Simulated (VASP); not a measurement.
Write the native input for VASP 6.6.1 that does the following.

| Quantity | Value |
| --- | --- |
| Task | single point |
| Functional | r2SCAN |
| Potentials or basis | VASP PAW PBE potentials, release 64 (Ir) |
| Cutoff | 520 eV |
| k mesh | 14 × 14 × 14 |
| Occupations | methfessel-paxton, width 0.1 eV |
| Spin | no spin polarisation |
| Dipole correction | no |
| Further INCAR settings | ALGO = Normal; EDIFF = 1e-06; NBANDS = 10 |

Crystal: Ir.

```
Ir
1.0
     0.00000    1.92285    1.92285
     1.92285    0.00000    1.92285
     1.92285    1.92285    0.00000
Ir
1
Cartesian
  0.0000 0.0000 0.0000
```

These files were run (other wordings do the same):

POSCAR

```
Ir
1.0
    0.0000000000      1.9228496764      1.9228496764
    1.9228496764      0.0000000000      1.9228496764
    1.9228496764      1.9228496764      0.0000000000
Ir
1
Direct
    0.0000000000      0.0000000000      0.0000000000
```

INCAR.step1

```
SYSTEM = Ir
PREC = Accurate ; ENCUT = 520
ISMEAR = 1 ; SIGMA = 0.1
LREAL = .FALSE. ; LASPH = .TRUE.
NELM = 100 ; NBANDS = 10
GGA = PE ; ALGO = Normal
EDIFF = 1E-4 ; LWAVE = .TRUE.
LCHARG = .FALSE.
```

INCAR.step2

```
SYSTEM = Ir
PREC = Accurate ; ENCUT = 520
EDIFF = 1E-6 ; ISMEAR = 1
SIGMA = 0.1 ; LREAL = .FALSE.
LASPH = .TRUE. ; NELM = 100
ALGO = Normal ; ISIF = 2
LWAVE = .FALSE. ; LCHARG = .FALSE.
METAGGA = R2SCAN ; LMIXTAU = .TRUE.
NBANDS = 10 ; ISTART = 1
```

KPOINTS

```
regular mesh
0
G
  14 14 14
  0 0 0
```

Potentials or basis: VASP PAW PBE potentials, release 64 (Ir).

Command:

```sh
$ cat potpaw_PBE.64/Ir/POTCAR > POTCAR
$ cp INCAR.step1 INCAR
$ mpirun -np 1 vasp_std > vasp.out
$ cp INCAR.step2 INCAR
$ mpirun -np 1 vasp_std > vasp.out
```

It gave:

```
Pressure : 2.2 GPa
```

Caveat: the PAW data sets were made with another functional, which shifts forces and pressure a little.

Wall time 27 s on 1 thread of Intel(R) Xeon(R) Platinum 8488C (Sapphire Rapids) (shared host), peak memory 0.14 GiB.
